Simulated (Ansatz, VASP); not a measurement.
**Two plane-wave programs on W**

Contents of INCAR:

```
SYSTEM = W
PREC = Accurate ; ENCUT = 520
EDIFF = 1E-6 ; ISMEAR = -1
SIGMA = 0.1 ; LREAL = .False.
LASPH = .True. ; NELM = 80
ALGO = Normal ; ISIF = 2
LWAVE = .False. ; LCHARG = .True.
LELF = .True. ; LVHAR = .True.
NBANDS = 28
```

File KPOINTS:

```
Automatic mesh
0
Gamma
  9 9 14
  0 0 0
```

File POSCAR:

```
W
1.0
    4.6742053940      0.0000000000      0.0000000000
   -2.3371026970      4.0479806137      0.0000000000
    0.0000000000      0.0000000000      2.5993342281
W
3
Direct
    0.0000000000      0.0000000000      0.0000000000
    0.3333333333      0.6666666667      0.5000000000
    0.6666666667      0.3333333333      0.5000000000
```

Input for Ansatz:

```yaml
crystal:
  lattice:
    - [4.674205394, 0.0, 0.0]
    - [-2.337102697, 4.0479806137, 0.0]
    - [0.0, 0.0, 2.5993342281]
  atoms:
    - { symbol: W, position: [0.0, 0.0, 0.0] }
    - { symbol: W, position: [0.3333333333, 0.6666666667, 0.5] }
    - { symbol: W, position: [0.6666666667, 0.3333333333, 0.5] }
hamiltonian:
  xc: lda
  pseudopotentials:
    kind: paw
    azcp:
      W: "pseudopotentials/W.paw.azcp"
basis:
  ecutwfc: 420
  fft_grid_basis: typed
kpoints:
  mp_grid: { grid: [9, 9, 14], shift: [0, 0, 0] }
magnetization:
  spin_polarized: false
scf:
  occupations: { method: fermi_dirac, width: 0.1 }
  lower_state_search: "off"
output:
  stress: true
```

Alike in both runs: task single point; functional LDA; k mesh 9 × 9 × 14; occupations fermi-dirac, width 0.1 eV; no spin polarisation.

|  | VASP | Ansatz |
| --- | --- | --- |
| version | VASP 6.6.1 | Ansatz 0.2.0 |
| potentials or method | VASP PAW LDA potentials, release 64 (W_sv), cutoff 520 eV | plane waves (420 eV) with PAW, scalar-relativistic |
| valence electrons in the cell | 42 | 42 |

|  | VASP | Ansatz | Ansatz less VASP |
| --- | --- | --- | --- |
| pressure (GPa) | -9.3 | -10.9 | -1.59 |
| traceless stress, the component that is largest in VASP (GPa) | -1.61 | -2.02 | -0.407 |

Ansatz warns that its potentials were made for another functional, while VASP's fit it. LDA's correlation is that of Perdew and Zunger in VASP and of Perdew and Wang (1992) in Ansatz.

Spin-orbit coupling is off throughout.
